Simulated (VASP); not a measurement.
# C (P6_3/mmc) in VASP: further runs, part 2 of 2

VASP 6.6.1.

## 3. Single point, PBE (volume scaled by 1.03, then relaxed in part)

The COD entry that gives the cell may itself be a prediction, so a difference from it is no test against experiment.

Input file INCAR:

```
SYSTEM = C
PREC = Accurate
ENCUT = 520
EDIFF = 1E-6
ISMEAR = 0
SIGMA = 0.02
LREAL = .False.
LASPH = .True.
NELM = 100
ALGO = Normal
ISIF = 2
LWAVE = .False.
LCHARG = .False.
GGA = PE
NBANDS = 26
```

Input file KPOINTS:

```
regular mesh
0
Gamma
  12 12 4
  0 0 0
```

Input file POSCAR:

```
C
1.0
    2.5431033276      0.0000000000      0.0000000000
   -1.2715516638      2.2023920861      0.0000000000
    0.0000000000      0.0000000000      8.3858123923
C
8
Direct
    0.0000000000      0.0000000000      0.0929774681
    0.0000000000      0.0000000000      0.5929774681
    0.0000000000      0.0000000000      0.4070225319
    0.0000000000      0.0000000000      0.9070225319
    0.3333333333      0.6666666667      0.1554855704
    0.6666666667      0.3333333333      0.6554855704
    0.3333333333      0.6666666667      0.3445144296
    0.6666666667      0.3333333333      0.8445144296
```

Potentials or basis: VASP PAW PBE potentials, release 64 (C).

Command:

```sh
$ cat potpaw_PBE.64/C/POTCAR > POTCAR
$ mpirun -np 1 vasp_std > vasp.out
```

OUTCAR:

```text
SYSTEM = C
   PREC = Accurate
   ENCUT = 520
   EDIFF = 1E-6
   ISMEAR = 0
   LREAL = .False.
   LASPH = .True.
   NELM = 100
   ISIF = 2
   GGA = PE

 ion  position               nearest neighbor table
   1  0.000  0.000  0.093-   5 1.56   5 1.56   5 1.56   4 1.56
   2  0.000  0.000  0.593-   6 1.56   6 1.56   6 1.56   3 1.56
   3  0.000  0.000  0.407-   7 1.56   7 1.56   7 1.56   2 1.56
   4  0.000  0.000  0.907-   8 1.56   8 1.56   8 1.56   1 1.56
   5  0.333  0.667  0.155-   1 1.56   1 1.56   1 1.56   7 1.59
   6  0.667  0.333  0.655-   2 1.56   2 1.56   2 1.56   8 1.59
   7  0.333  0.667  0.345-   3 1.56   3 1.56   3 1.56   5 1.59
   8  0.667  0.333  0.845-   4 1.56   4 1.56   4 1.56   6 1.59

  LATTYP: Found a hexagonal cell.
 ALAT       =     2.5431033276
 C/A-ratio  =     3.2974721480

  Lattice vectors:

 A1 = (   2.5431033276,   0.0000000000,   0.0000000000)
 A2 = (  -1.2715516638,   2.2023920861,   0.0000000000)
 A3 = (   0.0000000000,   0.0000000000,   8.3858123923)

Analysis of symmetry for initial positions (statically):
=====================================================================
 Subroutine PRICEL returns:
 Original cell was already a primitive cell.

 Routine SETGRP: Setting up the symmetry group for a
 hexagonal supercell.

 Subroutine GETGRP returns: Found 24 space group operations
 (whereof 12 operations were pure point group operations)
 out of a pool of 24 trial point group operations.

The static configuration has the point symmetry D_3d.
 The point group associated with its full space group is D_6h.

Analysis of symmetry for dynamics (positions and initial velocities):
=====================================================================
 Subroutine PRICEL returns:
 Original cell was already a primitive cell.

 Routine SETGRP: Setting up the symmetry group for a
 hexagonal supercell.

 Subroutine GETGRP returns: Found 24 space group operations
[... 141 lines left out ...]
   GGA     = PE    functional components
   LHFCALC =     F    Hartree Fock is set to
   AEXX    =    0.0000 exact exchange contribution
   IVDW    =     0    specifies the selected vdW correction
   LEPSILON=     F    determine dielectric tensor
   LRPA    =     F    only Hartree local field effects (RPA)
 non-spin polarized calculation
 Gauss-broadening in eV      SIGMA  =   0.02
  energy-cutoff  :      520.00
  volume of cell :       46.97
 maximum number of plane-waves:      1280
 NGX is ok and might be reduce to    20
   NGX =  9   NGY =  9   NGZ = 31

 number of electron      31.9999996 magnetization

 Free energy of the ion-electron system (eV)
  ---------------------------------------------------
  ext. energy  EPLUGINS =         0.00000000
  ---------------------------------------------------
  free energy    TOTEN  =       -72.62398345 eV

  energy without entropy =      -72.62398345  energy(sigma->0) =      -72.62398345

 E-fermi :   9.4731     XC(G=0): -13.0765

 val. band max:        9.3563376113   @ k =   0.0000   0.0000   0.0000
 cond. band min:      13.8187249333   @ k =   0.4167   0.0000   0.0000
 fundamental gap:      4.4623873220
 Fermi energy:         9.4730808278

 k-point     1 :       0.0000    0.0000    0.0000
  band No.  band energies     occupation
      1     -11.7959      2.00000
      2     -10.1946      2.00000
      3     -10.0887      2.00000
      4      -6.3161      2.00000
      5      -3.7652      2.00000
      6       2.6854      2.00000
[... 685 lines left out ...]
     25      19.6140      0.00000
     26      21.1921      0.00000

 [... further k-points ...]

------------------------ aborting loop because EDIFF is reached ----------------------------------------

  FORCE on cell =-STRESS in cart. coord.  units (eV):
  Direction    XX          YY          ZZ          XY          YZ          ZX
  --------------------------------------------------------------------------------------
  -------------------------------------------------------------------------------------
  Total       -3.3999977     -3.3999977     -3.3824888      0.0000000      0.0000000      0.0000000
  in kB     -115.9806170   -115.9806170   -115.3833549      0.0000000      0.0000000      0.0000000
  external PRESSURE =    -115.7815297 kB  Pullay stress =       0.0000000 kB

 VOLUME and BASIS-vectors are now :
 -----------------------------------------------------------------------------
  energy-cutoff  :      520.00
  volume of cell :       46.97
      direct lattice vectors                 reciprocal lattice vectors
     2.543103328  0.000000000  0.000000000     0.393220358  0.227025879  0.000000000
    -1.271551664  2.202392086  0.000000000     0.000000000  0.454051759  0.000000000
     0.000000000  0.000000000  8.385812392     0.000000000  0.000000000  0.119249031

 POSITION                                       TOTAL-FORCE (eV/Angst)
 -----------------------------------------------------------------------------------
      0.00000      0.00000      0.77969        -0.000000     -0.000000      0.001752
      0.00000      0.00000      4.97260         0.000000      0.000000      0.001752
      0.00000      0.00000      3.41321        -0.000000      0.000000     -0.001752
      0.00000      0.00000      7.60612         0.000000     -0.000000     -0.001752
     -0.00000      1.46826      1.30387        -0.000000      0.000000     -0.000037
      1.27155      0.73413      5.49678         0.000000     -0.000000     -0.000037
     -0.00000      1.46826      2.88903        -0.000000      0.000000      0.000037
      1.27155      0.73413      7.08194         0.000000     -0.000000      0.000037
 -----------------------------------------------------------------------------------
    total drift:                               -0.000000     -0.000000      0.000000

  FREE ENERGIE OF THE ION-ELECTRON SYSTEM (eV)
  ---------------------------------------------------
  free  energy   TOTEN  =       -72.6239834476 eV

  energy  without entropy=      -72.6239834476  energy(sigma->0) =      -72.62398345
```

OSZICAR:

```text
N       E                     dE             d eps       ncg     rms          rms(c)
DAV:   1     0.649700609451E+02    0.64970E+02   -0.16509E+04  2964   0.119E+03
DAV:   2    -0.696678728696E+02   -0.13464E+03   -0.12527E+03  3940   0.228E+02
DAV:   3    -0.748745814290E+02   -0.52067E+01   -0.51675E+01  4058   0.392E+01
DAV:   4    -0.749238005170E+02   -0.49219E-01   -0.49139E-01  3858   0.424E+00
DAV:   5    -0.749246793204E+02   -0.87880E-03   -0.87806E-03  3992   0.522E-01    0.106E+01
DAV:   6    -0.731994608421E+02    0.17252E+01   -0.11276E+00  3416   0.563E+00    0.633E+00
DAV:   7    -0.726204297831E+02    0.57903E+00   -0.13835E+00  3584   0.644E+00    0.131E+00
DAV:   8    -0.726237204668E+02   -0.32907E-02   -0.32446E-02  3822   0.964E-01    0.104E-01
DAV:   9    -0.726239071340E+02   -0.18667E-03   -0.65648E-04  3948   0.166E-01    0.329E-02
DAV:  10    -0.726239684328E+02   -0.61299E-04   -0.59405E-05  3714   0.506E-02    0.131E-02
DAV:  11    -0.726239831760E+02   -0.14743E-04   -0.12588E-05  3786   0.243E-02    0.189E-03
DAV:  12    -0.726239834476E+02   -0.27164E-06   -0.47369E-07  2764   0.472E-03
   1 F= -.72623983E+02 E0= -.72623983E+02  d E =-.624458E-19
```

It took 24 s on 1 thread of Intel Xeon 6975P-C (Granite Rapids), shared host; peak memory 0.18 GiB.

Results:

```
Free energy            : -72.6240 eV
Pressure               : -11.6 GPa
Band gap on the k mesh : 4.46 eV, indirect (least direct gap 5.23 eV)
```

Levels at points of the mesh, in eV from the valence-band top:
```csv
k point,band 14,band 15,band 16,band 17,band 18,band 19
"(0.00, 0.00, 0.00)",-0.20,0.00,0.00,5.23,5.23,5.38
"(0.50, 0.00, 0.00)",-4.53,-3.54,-2.87,4.53,5.47,5.89
"(0.00, 0.00, 0.50)",-0.62,-0.62,-0.62,5.98,5.98,5.98
"(0.50, 0.00, 0.50)",-4.57,-3.54,-3.54,4.86,4.86,6.89
```

 A k mesh can miss the band edges.

## 4. Single point, PBE (volume scaled by 1.06, then relaxed in part)

Input file INCAR:

```
SYSTEM = C
PREC = Accurate
ENCUT = 520
EDIFF = 1E-6
ISMEAR = 0
SIGMA = 0.02
LREAL = .FALSE.
LASPH = .TRUE.
NELM = 60
ALGO = Normal
ISIF = 2
LWAVE = .FALSE.
LCHARG = .FALSE.
GGA = PE
NBANDS = 26
```

Input file KPOINTS:

```
Automatic mesh
0
G
  12 12 4
  0 0 0
```

Input file POSCAR:

```
C
1.0
    2.5675281647      0.0000000000      0.0000000000
   -1.2837640824      2.2235446156      0.0000000000
    0.0000000000      0.0000000000      8.4666452297
C
8
Direct
    0.0000000000      0.0000000000      0.0929819197
    0.0000000000      0.0000000000      0.5929819197
    0.0000000000      0.0000000000      0.4070180803
    0.0000000000      0.0000000000      0.9070180803
    0.3333333333      0.6666666667      0.1554209301
    0.6666666667      0.3333333333      0.6554209301
    0.3333333333      0.6666666667      0.3445790699
    0.6666666667      0.3333333333      0.8445790699
```

Command:

```sh
$ cat potpaw_PBE.64/C/POTCAR > POTCAR
$ mpirun -np 1 vasp_std > vasp.out
```

Wall time 23 s (1 thread of Intel Xeon 6975P-C (Granite Rapids), shared host); peak memory 0.18 GiB.

The run converged. Its results:

```yaml
Free_energy: -72.4805 eV
Pressure: -22.2 GPa
Largest_force: 0.004 eV/Å
Band_gap_on_the_k_mesh: 4.40 eV, indirect (least direct gap 5.18 eV)
```

Forces in eV/Å, atoms in the order of the input:
```
C    0.000  0.000  0.002
C    0.000  0.000  0.002
C    0.000  0.000 -0.002
C    0.000  0.000 -0.002
C    0.000  0.000  0.004
C    0.000  0.000  0.004
C    0.000  0.000 -0.004
C    0.000  0.000 -0.004
```

Levels at points of the mesh, in eV from the valence-band top:
```csv
k point,band 13,band 14,band 15,band 16,band 17,band 18,band 19,band 20
"(0.00, 0.00, 0.00)",-1.62,-0.17,0.00,0.00,5.18,5.18,5.30,6.91
"(0.50, 0.00, 0.00)",-4.62,-4.41,-3.43,-2.79,4.47,5.37,5.82,5.86
"(0.00, 0.00, 0.50)",-0.60,-0.60,-0.60,-0.60,5.90,5.90,5.90,5.90
"(0.50, 0.00, 0.50)",-4.44,-4.44,-3.44,-3.44,4.79,4.79,6.80,6.80
```

## 5. Summary

```tsv
cell	gap on the mesh (eV)	pressure (GPa)
a = 2.518, b = 2.518, c = 8.305 Å, angles 90.0, 90.0, 120.0°, 8 atoms	4.53	0.7
a = 2.543, b = 2.543, c = 8.386 Å, angles 90.0, 90.0, 120.0°, 8 atoms	4.46	-11.6
a = 2.568, b = 2.568, c = 8.467 Å, angles 90.0, 90.0, 120.0°, 8 atoms	4.40	-22.2
```

Alike in all rows: task single point; level PBE; potentials or basis VASP PAW PBE potentials, release 64 (C); no spin polarisation; k mesh 12 × 12 × 4; cutoff (eV) 520; smearing gaussian 0.02 eV.

Total energies depend on the potentials used, so only differences within one code and one set of settings carry meaning.
